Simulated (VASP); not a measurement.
Here is a VASP 6.6.1 calculation.

The input INCAR:

```
ALGO = Normal
EDIFF = 1E-8
ENCUT = 520
GGA = PE
ISIF = 2
ISMEAR = -1
LASPH = T
LCHARG = F
LEFG = T
LREAL = F
LWAVE = F
NBANDS = 45
NELM = 100
PREC = Accurate
SIGMA = 0.02
```

The input KPOINTS:

```
k-points
0
Gamma
  7 7 7
```

File POSCAR:

```
LiNbO3
1.0
    2.5750991265      1.4867341739      4.6217700000
   -2.5750991265      1.4867341739      4.6217700000
    0.0000000000     -2.9734683477      4.6217700000
Li Nb O
2 2 6
Direct
    0.2750000000      0.2750000000      0.2750000000
    0.7750000000      0.7750000000      0.7750000000
    0.0000000000      0.0000000000      0.0000000000
    0.5000000000      0.5000000000      0.5000000000
    0.1062000000      0.3533000000      0.7148000000
    0.7148000000      0.1062000000      0.3533000000
    0.3533000000      0.7148000000      0.1062000000
    0.2148000000      0.8533000000      0.6062000000
    0.8533000000      0.6062000000      0.2148000000
    0.6062000000      0.2148000000      0.8533000000
```

Potentials or basis: VASP PAW PBE potentials, release 64 (Li_sv, Nb_sv, O).

Run with:

```bash
$ cat potpaw_PBE.64/Li_sv/POTCAR potpaw_PBE.64/Nb_sv/POTCAR potpaw_PBE.64/O/POTCAR > POTCAR
$ mpirun -np 1 vasp_std > vasp.out
```

Task: Estimate the largest force.

Result: 1.223 eV/Å.

Task: Predict the band gap on the k mesh.

Result: 3.92 eV (least direct gap 4.02 eV).

Electric field gradients, principal values (V/Å²):
```csv
atom,least,middle,greatest (by size)
1 Li,-0.151,-0.151,0.302
2 Li,-0.151,-0.151,0.302
3 Nb,-30.241,-30.241,60.481
4 Nb,-30.241,-30.241,60.481
5 O,0.812,18.862,-19.674
6 O,0.812,18.862,-19.674
7 O,0.812,18.862,-19.674
8 O,0.812,18.862,-19.674
9 O,0.812,18.862,-19.674
10 O,0.812,18.862,-19.674
```

Caveat: without QUAD_EFG the Cq values of the log hold for a quadrupole moment of 1 mb, not for the nuclei; an odd mesh through Γ misses points on the zone boundary, where band edges can lie; forces of over 1 eV/Å act on the atoms, so gaps and moduli don't describe the material at rest.
